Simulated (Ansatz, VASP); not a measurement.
# Two plane-wave programs on Ta4O

```xyz
5
Lattice="3.2575 0.0000 0.0000 0.0000 3.2575 0.0000 0.0000 0.0000 7.4093" Properties=species:S:1:pos:R:3 pbc="T T T"
Ta    0.0000    0.0000    3.7047
Ta    1.6287    1.6287    5.8027
Ta    1.6287    1.6287    1.6067
Ta    0.0000    0.0000    0.0000
O     1.6287    1.6287    3.7047
```

Alike in both runs: task single point; functional PBE; k mesh 12 × 12 × 6; occupations gaussian, width 0.01 eV; no spin polarisation.

```csv
,VASP,Ansatz
version,VASP 6.6.1,Ansatz 0.2.0
potentials or method,"VASP PAW PBE potentials, release 64 (Ta_pv, O), cutoff 520 eV","scalar-relativistic, plane waves, PAW"
valence electrons in the cell,50,58
```

```csv
,VASP,Ansatz,Ansatz less VASP
gap on the k mesh at the Fermi level (eV),none,none,-
pressure (GPa),-0.6,-0.9,-0.24
"traceless stress, the component that is largest in VASP (GPa)",-0.12,-0.26,-0.139
rms of the force components (eV/Å),0.005,0.019,+0.0135
```

Atom by atom the forces differ by 0.013 eV/Å (rms over components). A gap of «none» marks a metal or a gap that the smearing closes. With one functional, cell and mesh, what is left measures potentials, basis and numerics. VASP's potentials hold 50 valence electrons a cell and Ansatz's 58, so a difference there can come from the potentials and not from the codes.

Neither program's run includes spin-orbit coupling.
